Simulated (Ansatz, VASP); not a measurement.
**Te2Mo in VASP and in Ansatz**

```
CELL_PARAMETERS angstrom
3.46655 0.00000 0.00000
-1.73327 3.00212 0.00000
0.00000 0.00000 16.99422
ATOMIC_POSITIONS crystal
Te 0.33333 0.66667 0.89439
Te 0.33333 0.66667 0.10561
Mo 0.00000 0.00000 0.00000
```

Alike in both runs: task single point; functional LDA; k mesh 12 × 12 × 2; occupations gaussian, width 0.02 eV; no spin polarisation.

|  | VASP | Ansatz |
| --- | --- | --- |
| version | VASP 6.6.1 | Ansatz 0.2.0 |
| potentials or method | VASP PAW LDA potentials, release 64 (Te, Mo_sv), cutoff 500 eV | scalar-relativistic, plane waves, PAW |
| valence electrons in the cell | 26 | 46 |

```tsv
	VASP	Ansatz	Ansatz less VASP
gap on the k mesh at the Fermi level (eV)	1.24	1.24	-0.001
least direct gap on the mesh (eV)	1.24	1.24	-0.001
rms of the force components (eV/Å)	0.029	0.001	-0.0274
```

LDA's correlation is that of Perdew and Zunger in VASP and of Perdew and Wang (1992) in Ansatz. Atom by atom the forces differ by 0.027 eV/Å (rms over components). VASP's potentials hold 26 valence electrons a cell and Ansatz's 46, so a difference there can come from the potentials and not from the codes.

Spin-orbit coupling is off throughout.
